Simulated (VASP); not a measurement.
SnSe2: single point with PBEsol

SnSe2:

```
Sn Se
1.0
     3.75732    0.00000    0.00000
    -1.87866    3.25393    0.00000
     0.00000    0.00000    6.34875
Sn Se
1 2
Direct
  0.00000 0.00000 0.00000
  0.33333 0.66667 0.25807
  0.66667 0.33333 0.74193
```

This cell differs from its parent crystal: ratio of the length along z to the lengths across it x 1.05, volume and fractional coordinates fixed.

* Program: VASP 6.6.1
* Task: single point
* Functional: PBEsol
* Potentials or basis: VASP PAW PBE potentials, release 64 (Sn_d, Se)
* Cutoff: 520 eV
* k mesh: 12 × 12 × 6
* Occupations: gaussian, width 0.05 eV
* Spin: no spin polarisation
* Dipole correction: no
* Further INCAR settings: ALGO = Normal; EDIFF = 1e-07; NBANDS = 20

```yaml
Pressure: 0.1 GPa
Largest_force: 0.284 eV/Å
Band_gap_on_the_k_mesh: 0.37 eV, indirect (least direct gap 0.99 eV)
```

Forces on the atoms (eV/Å):
```
Sn   0.000  0.000  0.000
Se   0.000  0.000 -0.284
Se   0.000  0.000  0.284
```

Stress tensor (GPa, compression positive):
```
 1.22  0.00  0.00
 0.00  1.22  0.00
 0.00  0.00 -2.08
```

Levels at points of the mesh, in eV from the valence-band top:
```tsv
k point	band 9	band 10	band 11	band 12	band 13	band 14	band 15	band 16	band 17	band 18
(0.00, 0.00, 0.00)	-0.54	-0.46	-0.46	-0.21	-0.21	0.93	3.17	4.67	4.67	7.58
(0.50, 0.00, 0.00)	-4.58	-3.23	-2.40	-1.62	-0.34	1.03	3.52	4.98	5.06	6.21
(0.00, 0.00, 0.50)	-2.57	-0.57	-0.57	-0.05	-0.05	2.56	3.03	4.43	4.43	7.45
(0.50, 0.00, 0.50)	-5.03	-2.31	-2.22	-1.05	-0.73	0.38	3.66	4.43	5.39	5.84
```

Wall time 3.2 min on 1 thread of Intel(R) Xeon(R) Platinum 8488C (Sapphire Rapids) (shared host), peak memory 0.28 GiB.

Caveat: the PAW data sets were made with another functional, which shifts forces and pressure a little; spin-orbit coupling is left out, which moves the levels of the heavy elements; this functional lacks dispersion, which binds the layers, so the pressure and a relaxed spacing across them are unreliable. A k mesh can miss the band edges.
